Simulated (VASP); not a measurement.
# CuO (C2/c) in VASP: single point with PBE+U

Aim: the single point of CuO with PBE+U.

Program: VASP 6.6.1. These are calculated values, not measurements. Logs are shortened: lines on timing, memory, paths and dates and some standing lists are left out, and cuts for length are marked.

### Step 1. The cell of the first run

Symmetry: C2/c, No. 15, monoclinic system. The conventional cell has a = 4.684 Å, b = 3.423 Å, c = 5.129 Å, α = 90.00°, β = 99.54°, γ = 90.00°. Cu (site symmetry -1) has 4 O at 1.95 to 1.96 Å within 2.6 Å. O (site symmetry 2) has 6 Cu at 1.95 to 2.78 Å and 6 O at 2.62 to 2.90 Å within 3.0 Å.

### Step 2. Single point, PBE+U, collinear spin

File INCAR:

```
SYSTEM = CuO
PREC = Accurate
ENCUT = 700
EDIFF = 1E-6
ISMEAR = 0
SIGMA = 0.05
LREAL = .FALSE.
LASPH = .TRUE.
NELM = 200
ALGO = Normal
ISIF = 2
LWAVE = .FALSE.
LCHARG = .FALSE.
ISPIN = 2
MAGMOM = 1 1 0 0
LORBIT = 11
LMAXMIX = 4
LDAU = .TRUE.
LDAUTYPE = 2
LDAUL = 2 -1
LDAUU = 4 0
LDAUJ = 0 0
LDAUPRINT = 1
GGA = PE
NBANDS = 37
GGA_COMPAT = .FALSE.
```

File KPOINTS:

```
Automatic mesh
0
G
  8 8 4
  0 0 0
```

File POSCAR:

```
CuO
1.0
    2.3418500000     -1.7113000000      0.0000000000
    2.3418500000      1.7113000000      0.0000000000
   -0.8500274268      0.0000000000      5.0578693947
Cu O
2 2
Direct
    0.0000000000      0.5000000000      0.0000000000
    0.5000000000      0.0000000000      0.5000000000
    0.5816000000      0.4184000000      0.2500000000
    0.4184000000      0.5816000000      0.7500000000
```

Potentials or basis: VASP PAW PBE potentials, release 64 (Cu_sv_GW, O).

Started as:

```console
$ cat potpaw_PBE.64/Cu_sv_GW/POTCAR potpaw_PBE.64/O/POTCAR > POTCAR
$ mpirun -np 1 vasp_std > vasp.out
```

OUTCAR:

```text
SYSTEM = CuO
   PREC = Accurate
   ENCUT = 700
   EDIFF = 1E-6
   ISMEAR = 0
   LREAL = .FALSE.
   LASPH = .TRUE.
   NELM = 200
   ISIF = 2
   ISPIN = 2
   LORBIT = 11
   GGA = PE

 ion  position               nearest neighbor table
   1  0.000  0.500  0.000-   3 1.95   4 1.95   4 1.96   3 1.96
   2  0.500  0.000  0.500-   4 1.95   3 1.95   4 1.96   3 1.96
   3  0.582  0.418  0.250-   2 1.95   1 1.95   2 1.96   1 1.96
   4  0.418  0.582  0.750-   1 1.95   2 1.95   2 1.96   1 1.96

  LATTYP: Found a base centered monoclinic cell.
 ALAT       =     4.6837000000
 B/A-ratio  =     0.7307470589
 C/A-ratio  =     1.0950317057
 COS(beta)  =    -0.1657361228

  Lattice vectors:

 A1 = (   2.3418500000,  -1.7113000000,   0.0000000000)
 A2 = (   2.3418500000,   1.7113000000,   0.0000000000)
 A3 = (  -0.8500274268,   0.0000000000,   5.0578693947)

Analysis of symmetry for initial positions (statically):
=====================================================================
 Subroutine PRICEL returns:
 Original cell was already a primitive cell.

 Routine SETGRP: Setting up the symmetry group for a
 base centered monoclinic supercell.

 Subroutine GETGRP returns: Found  4 space group operations
 (whereof  2 operations were pure point group operations)
 out of a pool of  4 trial point group operations.

The static configuration has the point symmetry S_2 .
 The point group associated with its full space group is C_2h.

Analysis of symmetry for dynamics (positions and initial velocities):
=====================================================================
 Subroutine PRICEL returns:
 Original cell was already a primitive cell.

 Routine SETGRP: Setting up the symmetry group for a
 base centered monoclinic supercell.

 Subroutine GETGRP returns: Found  4 space group operations
[... 224 lines left out ...]
  o =  0.9432  v =  0.0000  0.0000  0.0000  0.0000  0.0000  0.1126 -0.0171 -0.1015 -0.3137 -0.9372      0.0000  0.0000  0.0000  0.0000  0.0000  0.0000  0.0000  0.0000  0.0000  0.0000
  o =  0.9445  v =  0.0000  0.0000  0.0000  0.0000  0.0000 -0.1638  0.7808 -0.3461 -0.4671  0.1599      0.0000  0.0000  0.0000  0.0000  0.0000  0.0000  0.0000  0.0000  0.0000  0.0000
  o =  0.9516  v = -0.1050  0.7323 -0.3689 -0.5520 -0.1095  0.0000  0.0000  0.0000  0.0000  0.0000      0.0000  0.0000  0.0000  0.0000  0.0000  0.0000  0.0000  0.0000  0.0000  0.0000
  o =  0.9521  v = -0.1295  0.2510  0.0161  0.1593  0.9458  0.0000  0.0000  0.0000  0.0000  0.0000      0.0000  0.0000  0.0000  0.0000  0.0000  0.0000  0.0000  0.0000  0.0000  0.0000
  o =  0.9530  v =  0.0000  0.0000  0.0000  0.0000  0.0000  0.4693 -0.2167 -0.8390  0.1315  0.1072      0.0000  0.0000  0.0000  0.0000  0.0000  0.0000  0.0000  0.0000  0.0000  0.0000
  o =  0.9572  v =  0.4560 -0.2225 -0.8401  0.1578  0.1092  0.0000  0.0000  0.0000  0.0000  0.0000      0.0000  0.0000  0.0000  0.0000  0.0000  0.0000  0.0000  0.0000  0.0000  0.0000
  o =  0.9930  v =  0.0800  0.5612  0.0061  0.7786 -0.2692  0.0000  0.0000  0.0000  0.0000  0.0000      0.0000  0.0000  0.0000  0.0000  0.0000  0.0000  0.0000  0.0000  0.0000  0.0000

 number of electron      49.9999994 magnetization       2.0000401

 Free energy of the ion-electron system (eV)
  ---------------------------------------------------
  ext. energy  EPLUGINS =         0.00000000
  ---------------------------------------------------
  free energy    TOTEN  =       -16.52479727 eV

  energy without entropy =      -16.52479673  energy(sigma->0) =      -16.52479700

 E-fermi :   5.7359     XC(G=0): -12.2404

 val. band max:        5.6203500854   @ k =   0.5000   0.5000  -0.0000
 cond. band min:       5.8582739657   @ k =  -0.3750   0.3750   0.0000
 fundamental gap:      0.2379238803
 Fermi energy:         5.7359295191

 spin component 1

 k-point     1 :       0.0000    0.0000    0.0000
  band No.  band energies     occupation
      1    -107.3178      1.00000
      2    -107.3172      1.00000
      3     -65.1025      1.00000
      4     -65.0984      1.00000
      5     -65.0390      1.00000
      6     -65.0341      1.00000
[... 1913 lines left out ...]
     36      25.8407      0.00000
     37      27.2458      0.00000

 [... further k-points ...]

------------------------ aborting loop because EDIFF is reached ----------------------------------------

  FORCE on cell =-STRESS in cart. coord.  units (eV):
  Direction    XX          YY          ZZ          XY          YZ          ZX
  --------------------------------------------------------------------------------------
  -------------------------------------------------------------------------------------
  Total        0.8797184      1.1272679      1.2115465      0.0000000      0.0000000      0.0844365
  in kB       34.7673377     44.5507378     47.8815117      0.0000000      0.0000000      3.3370134
  external PRESSURE =      42.3998624 kB  Pullay stress =       0.0000000 kB

 VOLUME and BASIS-vectors are now :
 -----------------------------------------------------------------------------
  energy-cutoff  :      700.00
  volume of cell :       40.54
      direct lattice vectors                 reciprocal lattice vectors
     2.341850000 -1.711300000  0.000000000     0.213506416 -0.292175539  0.035881968
     2.341850000  1.711300000  0.000000000     0.213506416  0.292175539  0.035881968
    -0.850027427  0.000000000  5.057869395     0.000000000  0.000000000  0.197711709

 POSITION                                       TOTAL-FORCE (eV/Angst)
 -----------------------------------------------------------------------------------
      1.17092      0.85565      0.00000        -0.000000     -0.000000     -0.000000
      0.74591     -0.85565      2.52893        -0.000000     -0.000000     -0.000000
      2.12934     -0.27928      1.26447        -0.000000      0.021862     -0.000000
      1.70433      0.27928      3.79340         0.000000     -0.021862      0.000000
 -----------------------------------------------------------------------------------
    total drift:                                0.000000      0.000000      0.000000

  FREE ENERGIE OF THE ION-ELECTRON SYSTEM (eV)
  ---------------------------------------------------
  free  energy   TOTEN  =       -16.5247972729 eV

  energy  without entropy=      -16.5247967328  energy(sigma->0) =      -16.52479700

 total charge

# of ion       s       p       d       f       tot
--------------------------------------------------
    1        2.243   6.380   8.854   0.013  17.490
    2        2.243   6.380   8.854   0.013  17.490
    3        1.553   3.454   0.000   0.000   5.007
    4        1.553   3.454   0.000   0.000   5.007
--------------------------------------------------
tot          7.593  19.668  17.707   0.026  44.994

 magnetization (x)

# of ion       s       p       d       f       tot
--------------------------------------------------
    1       -0.001   0.003   0.695   0.001   0.699
    2       -0.001   0.003   0.695   0.001   0.699
    3        0.020   0.257   0.000   0.000   0.277
    4        0.020   0.257   0.000   0.000   0.277
--------------------------------------------------
tot          0.038   0.521   1.391   0.002   1.951
```

stdout:

```text
POSCAR found type information on POSCAR CuO
 POSCAR found :  2 types and       4 ions
 scaLAPACK will be used
 LDA part: xc-table for (Slater+PW92), standard interpolation
 POSCAR, INCAR and KPOINTS ok, starting setup
 FFT: planning ... GRIDC
 FFT: planning ... GRID_SOFT
 FFT: planning ... GRID
 WAVECAR not read
 entering main loop
```

Wall time 7.3 min (1 thread of Intel Xeon Platinum 8259CL at 2.50GHz (Skylake/Cascade Lake), shared host); peak memory 0.42 GiB.

What came out:

| Item | Value |
| --- | --- |
| Free energy | -16.5248 eV |
| Pressure | 4.2 GPa |
| Largest force | 0.022 eV/Å |
| Net moment | 2.00 μB per cell |
| Site moments | Cu +0.70; O +0.28 μB |
| Valence electrons inside the program's atomic spheres | Cu 17.49; O 5.01 |

Forces on the atoms (eV/Å):
```
Cu   0.000  0.000  0.000
Cu   0.000  0.000  0.000
O    0.000  0.022  0.000
O    0.000 -0.022  0.000
```

Levels at points of the mesh, in eV from the Fermi level:
Spin up:
| k point | band 23 | band 24 | band 25 | band 26 | band 27 | band 28 | band 29 | band 30 |
| --- | --- | --- | --- | --- | --- | --- | --- | --- |
| (0.00, 0.00, 0.00) | -2.99 | -2.59 | -0.81 | -0.24 | 1.39 | 6.03 | 8.01 | 13.34 |
| (0.50, 0.00, 0.00) | -2.86 | -2.27 | -1.23 | -0.92 | 4.78 | 6.27 | 6.88 | 11.06 |
| (0.50, 0.50, 0.00) | -3.79 | -2.83 | -1.80 | -0.12 | 3.33 | 6.90 | 8.49 | 9.99 |
| (0.00, 0.00, 0.50) | -2.25 | -2.25 | -0.92 | -0.92 | 3.74 | 3.74 | 11.58 | 11.58 |
| (0.50, 0.00, 0.50) | -3.21 | -3.01 | -1.43 | -0.43 | 5.13 | 6.39 | 8.08 | 8.46 |
| (0.50, 0.50, 0.50) | -2.53 | -2.53 | -1.99 | -1.99 | 5.10 | 5.10 | 8.92 | 8.92 |
Spin down:
```csv
k point,band 20,band 21,band 22,band 23,band 24,band 25,band 26,band 27,band 28,band 29
"(0.00, 0.00, 0.00)",-2.95,-2.89,-2.57,-2.50,-2.04,1.20,1.71,2.11,6.14,8.36
"(0.50, 0.00, 0.00)",-3.61,-3.33,-2.59,-2.29,-1.74,1.28,1.50,4.90,6.45,7.19
"(0.50, 0.50, 0.00)",-3.55,-3.41,-3.38,-2.27,-1.47,0.20,2.31,3.33,7.06,8.51
"(0.00, 0.00, 0.50)",-3.72,-3.23,-3.23,-1.74,-1.74,1.49,1.49,4.04,4.04,11.74
"(0.50, 0.00, 0.50)",-3.52,-3.19,-2.70,-2.55,-2.28,0.92,1.86,5.26,6.65,8.25
"(0.50, 0.50, 0.50)",-3.82,-2.63,-2.63,-1.92,-1.92,0.95,0.95,5.16,5.16,9.17
```

Eigenvalues of the final occupation matrices:
```csv
site,spin,trace,eigenvalues
site 1 d,1,4.79,0.93 0.95 0.95 0.96 0.99
site 1 d,2,4.09,0.33 0.92 0.94 0.94 0.95
site 2 d,1,4.79,0.93 0.95 0.95 0.96 0.99
site 2 d,2,4.09,0.33 0.92 0.94 0.94 0.95
```

Caveat: the cell stands under pressure.
